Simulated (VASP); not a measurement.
Input of a VASP 6.6.1 run:

INCAR

```
SYSTEM = Ba
  ALGO = Normal
  EDIFF = 1E-6
  ENCUT = 520
  GGA = CA
  ISIF = 2
  ISMEAR = 0
  LASPH = .True.
  LCHARG = .True.
  LELF = .True.
  LREAL = .False.
  LVHAR = .True.
  LWAVE = .False.
  NBANDS = 11
  NELM = 100
  PREC = Accurate
  SIGMA = 0.15
```

KPOINTS

```
k-points
0
Gamma
  16 16 16
  0 0 0
```

The input POSCAR:

```
Ba
1.0
    3.6541081827      0.0000000000      0.0000000000
    0.0000000000      3.6541081827      0.0000000000
    0.0000000000      0.0000000000      3.6541081827
Ba
1
Direct
    0.0000000000      0.0000000000      0.0000000000
```

Potentials or basis: VASP PAW LDA potentials, release 64 (Ba_sv).

Command:

```sh
$ cat potpaw_LDA.64/Ba_sv/POTCAR > POTCAR
$ mpirun -np 1 vasp_std > vasp.out
```

Q: Predict the pressure.

A: 0.7 GPa.

Q: Estimate the band gap on the k mesh.

A: Zero (bands 5 and 6 overlap by 0.55 eV).

Caveat: the cell differs from its parent crystal (strain -0.015 along x and y, -0.015 along z); spin-orbit coupling is left out, which moves the levels of the heavy elements.
